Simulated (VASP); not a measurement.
# Mo (Im-3m) in VASP: further runs

The runs below take Mo through single point, with PBEsol, r2SCAN, PBE.

Everything below comes from runs of VASP 6.6.1. Logs are shortened: lines on timing, memory, paths and dates and some standing lists are left out, and cuts for length are marked.

## (1) The cell of the first run

It takes space group Im-3m (No. 229, cubic). Conventional cell: a = 3.161 Å, b = 3.161 Å, c = 3.161 Å, α = 90.00°, β = 90.00°, γ = 90.00°. Mo (site symmetry m-3m) has 14 Mo at 2.74 to 3.16 Å within 3.6 Å.

## (2) Single point, PBEsol

INCAR

```
SYSTEM = Mo
PREC = Accurate
ENCUT = 500
EDIFF = 1E-6
ISMEAR = 1
SIGMA = 0.1
LREAL = .False.
LASPH = .True.
NELM = 120
ALGO = Normal
ISIF = 2
LWAVE = .False.
LCHARG = .False.
GGA = PS
NBANDS = 126
GGA_COMPAT = .False.
```

KPOINTS

```
Automatic mesh
0
Gamma
  3 3 3
  0 0 0
```

POSCAR

```
Mo
1.0
    6.3226243330      0.0000000000      0.0000000000
    0.0000000000      6.3226243330      0.0000000000
    0.0000000000      0.0000000000      6.3226243330
Mo
16
Direct
    0.0000000000      0.0000000000      0.0000000000
    0.2500000000      0.2500000000      0.2500000000
    0.0000000000      0.0000000000      0.5000000000
    0.2500000000      0.2500000000      0.7500000000
    0.0000000000      0.5000000000      0.0000000000
    0.2500000000      0.7500000000      0.2500000000
    0.0000000000      0.5000000000      0.5000000000
    0.2500000000      0.7500000000      0.7500000000
    0.5000000000      0.0000000000      0.0000000000
    0.7500000000      0.2500000000      0.2500000000
    0.5000000000      0.0000000000      0.5000000000
    0.7500000000      0.2500000000      0.7500000000
    0.5000000000      0.5000000000      0.0000000000
    0.7500000000      0.7500000000      0.2500000000
    0.5000000000      0.5000000000      0.5000000000
    0.7500000000      0.7500000000      0.7500000000
```

Potentials or basis: VASP PAW PBE potentials, release 64 (Mo_sv).

Command:

```sh
> cat potpaw_PBE.64/Mo_sv/POTCAR > POTCAR
> mpirun -np 1 vasp_std > vasp.out
```

OUTCAR:

```text
SYSTEM = Mo
   PREC = Accurate
   ENCUT = 500
   EDIFF = 1E-6
   ISMEAR = 1
   LREAL = .False.
   LASPH = .True.
   NELM = 120
   ISIF = 2
   GGA = PS

 ion  position               nearest neighbor table
   1  0.000  0.000  0.000-   2 2.74   4 2.74   6 2.74   8 2.74  10 2.74  12 2.74  14 2.74  16 2.74
                             5 3.16   9 3.16   3 3.16   3 3.16   5 3.16   9 3.16
   2  0.250  0.250  0.250-   1 2.74   3 2.74   5 2.74   7 2.74   9 2.74  11 2.74  13 2.74  15 2.74
                             4 3.16   6 3.16  10 3.16   4 3.16   6 3.16  10 3.16
   3  0.000  0.000  0.500-   2 2.74   4 2.74   6 2.74   8 2.74  10 2.74  12 2.74  14 2.74  16 2.74
                             1 3.16   7 3.16  11 3.16   1 3.16   7 3.16  11 3.16
   4  0.250  0.250  0.750-   1 2.74   3 2.74   5 2.74   7 2.74   9 2.74  11 2.74  13 2.74  15 2.74
                            12 3.16   2 3.16   8 3.16   2 3.16   8 3.16  12 3.16
   5  0.000  0.500  0.000-   2 2.74   4 2.74   6 2.74   8 2.74  10 2.74  12 2.74  14 2.74  16 2.74
                            13 3.16   7 3.16   1 3.16   7 3.16   1 3.16  13 3.16
   6  0.250  0.750  0.250-   1 2.74   3 2.74   5 2.74   7 2.74   9 2.74  11 2.74  13 2.74  15 2.74
                             2 3.16  14 3.16   8 3.16   8 3.16   2 3.16  14 3.16
   7  0.000  0.500  0.500-   2 2.74   4 2.74   6 2.74   8 2.74  10 2.74  12 2.74  14 2.74  16 2.74
                             3 3.16  15 3.16   5 3.16   5 3.16   3 3.16  15 3.16
   8  0.250  0.750  0.750-   1 2.74   3 2.74   5 2.74   7 2.74   9 2.74  11 2.74  13 2.74  15 2.74
                             6 3.16   4 3.16  16 3.16   6 3.16   4 3.16  16 3.16
   9  0.500  0.000  0.000-   2 2.74   4 2.74   6 2.74   8 2.74  10 2.74  12 2.74  14 2.74  16 2.74
                            13 3.16  11 3.16   1 3.16  11 3.16  13 3.16   1 3.16
  10  0.750  0.250  0.250-   1 2.74   3 2.74   5 2.74   7 2.74   9 2.74  11 2.74  13 2.74  15 2.74
                             2 3.16  14 3.16  12 3.16  12 3.16  14 3.16   2 3.16
  11  0.500  0.000  0.500-   2 2.74   4 2.74   6 2.74   8 2.74  10 2.74  12 2.74  14 2.74  16 2.74
                             3 3.16  15 3.16   9 3.16   9 3.16  15 3.16   3 3.16
  12  0.750  0.250  0.750-   1 2.74   3 2.74   5 2.74   7 2.74   9 2.74  11 2.74  13 2.74  15 2.74
                            10 3.16   4 3.16  16 3.16  10 3.16  16 3.16   4 3.16
  13  0.500  0.500  0.000-   2 2.74   4 2.74   6 2.74   8 2.74  10 2.74  12 2.74  14 2.74  16 2.74
                             5 3.16  15 3.16   9 3.16  15 3.16   9 3.16   5 3.16
  14  0.750  0.750  0.250-   1 2.74   3 2.74   5 2.74   7 2.74   9 2.74  11 2.74  13 2.74  15 2.74
                            10 3.16   6 3.16  16 3.16  16 3.16  10 3.16   6 3.16
  15  0.500  0.500  0.500-   2 2.74   4 2.74   6 2.74   8 2.74  10 2.74  12 2.74  14 2.74  16 2.74
                            13 3.16  11 3.16   7 3.16  13 3.16  11 3.16   7 3.16
  16  0.750  0.750  0.750-   1 2.74   3 2.74   5 2.74   7 2.74   9 2.74  11 2.74  13 2.74  15 2.74
                             8 3.16  14 3.16  12 3.16  14 3.16  12 3.16   8 3.16

  LATTYP: Found a simple cubic cell.
 ALAT       =     6.3226243330

  Lattice vectors:

 A1 = (   6.3226243330,   0.0000000000,   0.0000000000)
 A2 = (   0.0000000000,   6.3226243330,   0.0000000000)
 A3 = (   0.0000000000,   0.0000000000,   6.3226243330)

Analysis of symmetry for initial positions (statically):
=====================================================================
 Subroutine PRICEL returns following result:

  LATTYP: Found a body centered cubic cell.
 ALAT       =     3.1613121665

  Lattice vectors:

 A1 = (   1.5806560833,   1.5806560833,  -1.5806560832)
 A2 = (  -1.5806560833,   1.5806560832,   1.5806560832)
 A3 = (   1.5806560833,  -1.5806560832,   1.5806560833)

  16 primitive cells build up your supercell.

 Routine SETGRP: Setting up the symmetry group for a
 simple cubic supercell.

 Subroutine GETGRP returns: Found 48 space group operations
 (whereof 48 operations were pure point group operations)
 out of a pool of 48 trial point group operations.

The static configuration has the point symmetry O_h .

Analysis of symmetry for dynamics (positions and initial velocities):
=====================================================================
 Subroutine PRICEL returns following result:

  LATTYP: Found a body centered cubic cell.
 ALAT       =     3.1613121665

  Lattice vectors:

 A1 = (   1.5806560833,   1.5806560833,  -1.5806560832)
 A2 = (  -1.5806560833,   1.5806560832,   1.5806560832)
 A3 = (   1.5806560833,  -1.5806560832,   1.5806560833)

  16 primitive cells build up your supercell.

 Routine SETGRP: Setting up the symmetry group for a
 simple cubic supercell.

 Subroutine GETGRP returns: Found 48 space group operations
 (whereof 48 operations were pure point group operations)
 out of a pool of 48 trial point group operations.

The dynamic configuration has the point symmetry O_h .

 Subroutine INISYM returns: Found 48 space group operations
 (whereof 48 operations are pure point group operations),
 and found    16 'primitive' translations

----------------------------------------------------------------------------------------

                                     Primitive cell

  volume of cell :      15.7969

  direct lattice vectors                    reciprocal lattice vectors
     1.580656083  1.580656083 -1.580656083     0.316324345  0.316324345  0.000000000
    -1.580656083  1.580656083  1.580656083    -0.000000000  0.316324345  0.316324345
     1.580656083 -1.580656083  1.580656083     0.316324345  0.000000000  0.316324345

  length of vectors
     2.737776645  2.737776645  2.737776645     0.447350179  0.447350179  0.447350179

  position of ions in fractional coordinates (direct lattice)
     0.000000000  0.000000000  0.000000000

  ion indices of the primitive-cell ions
   primitive index   ion index
                 1           1

----------------------------------------------------------------------------------------

 KPOINTS: Automatic mesh

Automatic generation of k-mesh.
 Grid dimensions read from file:
 generate k-points for:    3    3    3

 Generating k-lattice:

  Cartesian coordinates                     Fractional coordinates (reciprocal lattice)
     0.052720724  0.000000000  0.000000000     0.333333333  0.000000000  0.000000000
     0.000000000  0.052720724  0.000000000     0.000000000  0.333333333  0.000000000
     0.000000000  0.000000000  0.052720724     0.000000000  0.000000000  0.333333333

  Length of vectors
     0.052720724  0.052720724  0.052720724

  Shift w.r.t. Gamma in fractional coordinates (k-lattice)
     0.000000000  0.000000000  0.000000000

 Subroutine IBZKPT returns following result:
 ===========================================

 Found      4 irreducible k-points:

 Following reciprocal coordinates:
            Coordinates               Weight
  0.000000  0.000000  0.000000      1.000000
  0.333333  0.000000  0.000000      6.000000
  0.333333  0.333333  0.000000     12.000000
  0.333333  0.333333  0.333333      8.000000
   k-points           NKPTS =      4   k-points in BZ     NKDIM =      4   number of bands    NBANDS=    126
   number of dos      NEDOS =    301   number of ions     NIONS =     16
   total plane-waves  NPLWV = 110592
   dimension x,y,z NGX =    48 NGY =   48 NGZ =   48
   dimension x,y,z NGXF=    96 NGYF=   96 NGZF=   96
   ions per type =              16
   NGX,Y,Z   is equivalent  to a cutoff of  12.62, 12.62, 12.62 a.u.
   NGXF,Y,Z  is equivalent  to a cutoff of  25.24, 25.24, 25.24 a.u.
 SYSTEM =  Mo
   PREC   = accura    normal or accurate (medium, high low for compatibility)
   ISTART =      0    job   : 0-new  1-cont  2-samecut
   ICHARG =      2    charge: 1-file 2-atom 10-const
   ISPIN  =      1    spin polarized calculation?
   LNONCOLLINEAR =      F non collinear calculations
   LSORBIT =      F    spin-orbit coupling
   LASPH  =      T    aspherical Exc in radial PAW
   ENCUT  =  500.0 eV  36.75 Ry    6.06 a.u.  11.53 11.53 11.53*2*pi/ulx,y,z
   NELM   =    120;   NELMIN=  2; NELMDL= -5     # of ELM steps
   EDIFF  = 0.1E-05   stopping-criterion for ELM
   LREAL  =      F    real-space projection
   EDIFFG = 0.1E-04   stopping-criterion for IOM
   NSW    =      0    number of steps for IOM
   IBRION =     -1    ionic relax: 0-MD 1-quasi-New 2-CG
   NFREE  =      0    steps in history (QN), initial steepest desc. (CG)
   ISIF   =      2    stress and relaxation
   ISYM   =      2    0-nonsym 1-usesym 2-fastsym
   POTIM  = 0.5000    time-step for ionic-motion
   TEBEG  =    0.0;   TEEND  =   0.0 temperature during run
   PSTRESS=    0.0 pullay stress
   NELECT =     224.0000    total number of electrons
   NUPDOWN=      -1.0000    fix difference up-down
   EMIN   =  10.00;   EMAX   =-10.00  energy-range for DOS
   EFERMI =   0.00;   METHOD = LEGACY
   ISMEAR =     1;   SIGMA  =   0.10  broadening in eV -4-tet -1-fermi 0-gaus
   EFERMI_NEDOS =   21; number of points for ismear=-14 and -15
   IALGO  =     38    algorithm
   IMIX   =      4    mixing-type and parameters
     AMIX     =   0.40;   BMIX     =  1.00
     AMIX_MAG =   1.60;   BMIX_MAG =  1.00
  volume/ion in A,a.u.               =      15.80       106.60
  Fermi-wavevector in a.u.,A,eV,Ry     =   1.572510  2.971613 33.644326  2.472788
  Thomas-Fermi vector in A             =   2.673934
   LORBIT       =      0    0 simple, 1 ext, 2 COOP (PROOUT), +10 PAW based schemes
   GGA     = PS    functional components
   LHFCALC =     F    Hartree Fock is set to
   AEXX    =    0.0000 exact exchange contribution
   IVDW    =     0    specifies the selected vdW correction
   LEPSILON=     F    determine dielectric tensor
   LRPA    =     F    only Hartree local field effects (RPA)
 non-spin polarized calculation
 Methfessel and Paxton  Order N= 1 SIGMA  =   0.10
  energy-cutoff  :      500.00
  volume of cell :      252.75
 maximum number of plane-waves:      6443
 NGX is ok and might be reduce to    48
   NGX = 23   NGY = 23   NGZ = 23

 number of electron     224.0000060 magnetization

 Free energy of the ion-electron system (eV)
  ---------------------------------------------------
  ext. energy  EPLUGINS =         0.00000000
  ---------------------------------------------------
  free energy    TOTEN  =      -188.52615765 eV

  energy without entropy =     -188.52803535  energy(sigma->0) =     -188.52678355

 E-fermi :  12.4636     XC(G=0): -13.4695

 val. band max:       12.0611478043   @ k =   0.3333   0.3333   0.0000
 cond. band min:      12.4853085374   @ k =   0.3333   0.0000   0.0000
 fundamental gap:      0.4241607331
 Fermi energy:        12.4636117080

 k-point     1 :       0.0000    0.0000    0.0000
  band No.  band energies     occupation
      1     -48.8972      2.00000
      2     -48.6626      2.00000
      3     -48.6626      2.00000
      4     -48.6626      2.00000
      5     -48.6626      2.00000
      6     -48.6626      2.00000
[... 116 lines left out ...]
    123      13.8617     -0.00000
    124      13.8619     -0.00000

 k-point     2 :       0.3333    0.0000    0.0000
  band No.  band energies     occupation
      1     -48.8640      2.00000
      2     -48.7760      2.00000
      3     -48.6573      2.00000
      4     -48.6573      2.00000
      5     -48.6573      2.00000
      6     -48.6573      2.00000
[... 116 lines left out ...]
    123      13.5441     -0.00000
    124      13.5441     -0.00000

 k-point     3 :       0.3333    0.3333    0.0000
  band No.  band energies     occupation
      1     -48.8344      2.00000
      2     -48.7564      2.00000
      3     -48.7564      2.00000
      4     -48.7065      2.00000
      5     -48.6521      2.00000
      6     -48.6521      2.00000
[... 116 lines left out ...]
    123      13.3634     -0.00000
    124      13.6987     -0.00000

 k-point     4 :       0.3333    0.3333    0.3333
  band No.  band energies     occupation
      1     -48.8080      2.00000
      2     -48.7388      2.00000
      3     -48.7388      2.00000
      4     -48.7388      2.00000
      5     -48.6942      2.00000
      6     -48.6942      2.00000
[... 116 lines left out ...]
    123      13.7081     -0.00000
    124      13.7114     -0.00000
 [bands above 124 left out]

------------------------ aborting loop because EDIFF is reached ----------------------------------------

  FORCE on cell =-STRESS in cart. coord.  units (eV):
  Direction    XX          YY          ZZ          XY          YZ          ZX
  --------------------------------------------------------------------------------------
  -------------------------------------------------------------------------------------
  Total      -12.0259609    -12.0259609    -12.0259609      0.0000000      0.0000000     -0.0000000
  in kB      -76.2321614    -76.2321614    -76.2321614      0.0000000      0.0000000     -0.0000000
  external PRESSURE =     -76.2321614 kB  Pullay stress =       0.0000000 kB

 VOLUME and BASIS-vectors are now :
 -----------------------------------------------------------------------------
  energy-cutoff  :      500.00
  volume of cell :      252.75
      direct lattice vectors                 reciprocal lattice vectors
     6.322624333  0.000000000  0.000000000     0.158162172  0.000000000  0.000000000
     0.000000000  6.322624333  0.000000000     0.000000000  0.158162172  0.000000000
     0.000000000  0.000000000  6.322624333     0.000000000  0.000000000  0.158162172

 POSITION                                       TOTAL-FORCE (eV/Angst)
 -----------------------------------------------------------------------------------
      0.00000      0.00000      0.00000         0.000000      0.000000     -0.000000
      1.58066      1.58066      1.58066        -0.000000     -0.000000      0.000000
      0.00000      0.00000      3.16131        -0.000000      0.000000     -0.000000
      1.58066      1.58066      4.74197         0.000000      0.000000     -0.000000
      0.00000      3.16131      0.00000         0.000000      0.000000     -0.000000
      1.58066      4.74197      1.58066         0.000000     -0.000000     -0.000000
[... 8 lines left out ...]
      3.16131      3.16131      3.16131         0.000000      0.000000     -0.000000
      4.74197      4.74197      4.74197        -0.000000     -0.000000     -0.000000
 -----------------------------------------------------------------------------------
    total drift:                                0.000000      0.000000      0.000000

  FREE ENERGIE OF THE ION-ELECTRON SYSTEM (eV)
  ---------------------------------------------------
  free  energy   TOTEN  =      -188.5261576540 eV

  energy  without entropy=     -188.5280353456  energy(sigma->0) =     -188.52678355
```

Run time: 3 min. Hardware: 1 thread of Oxide Virtual Turin-like, shared host; peak memory 0.31 GiB.

What came out:

* Free energy: -188.5262 eV
* Pressure: -7.6 GPa
* Band gap on the k mesh: zero (filled and empty bands touch)

Caveat: the cell stands under tension; the PAW data sets were made with another functional, which shifts forces and pressure a little.

## (3) Single point, r2SCAN

POSCAR is that of step 2.

INCAR.step1

```
ALGO     = Normal         # electronic algorithm
EDIFF    = 1E-5           # SCF threshold, eV
ENCUT    = 550            # plane-wave cutoff, eV
GGA      = PE             # functional
GGA_COMPAT= False        
ISMEAR   = 1              # smearing method
LASPH    = True           # aspherical terms in the spheres
LCHARG   = False          # write CHGCAR
LREAL    = False          # projectors in reciprocal space
LWAVE    = True           # write WAVECAR
NBANDS   = 126            # bands
NELM     = 120            # most SCF steps
PREC     = Accurate       # precision mode
SIGMA    = 0.1            # smearing width, eV
```

INCAR.step2

```
ALGO     = Normal         # electronic algorithm
EDIFF    = 1E-6           # SCF threshold, eV
ENCUT    = 550            # plane-wave cutoff, eV
GGA_COMPAT= False        
ISIF     = 2              # what is computed and relaxed
ISMEAR   = 1              # smearing method
ISTART   = 1            
LASPH    = True           # aspherical terms in the spheres
LCHARG   = False          # write CHGCAR
LMIXTAU  = True         
LREAL    = False          # projectors in reciprocal space
LWAVE    = False          # write WAVECAR
METAGGA  = R2SCAN         # meta-GGA
NBANDS   = 126            # bands
NELM     = 120            # most SCF steps
PREC     = Accurate       # precision mode
SIGMA    = 0.1            # smearing width, eV
```

KPOINTS

```
k-points
0
Gamma
  3 3 3
```

Potentials or basis: VASP PAW PBE potentials, release 64 (Mo_sv).

Command:

```sh
> cat potpaw_PBE.64/Mo_sv/POTCAR > POTCAR
> cp INCAR.step1 INCAR
> mpirun -np 1 vasp_std > vasp.out
> cp INCAR.step2 INCAR
> mpirun -np 1 vasp_std > vasp.out
```

It took 15 min on 1 thread of Oxide Virtual Turin-like, shared host; peak memory 0.37 GiB.

Results (log left out):

- Free energy: -417.4777 eV
- Pressure: -1.6 GPa
- Band gap on the k mesh: zero (filled and empty bands touch)

Levels at points of the mesh, in eV from the Fermi level:
```csv
k point,band 110,band 111,band 112,band 113,band 114,band 115
"(0.00, 0.00, 0.00)",-0.85,-0.85,-0.85,0.71,0.71,0.71
```

Caveat: the PAW data sets were made with another functional, which shifts forces and pressure a little.

[end of part 1 of 2]

The gap in the log of VASP goes by the Fermi energy; the results here count the filled bands.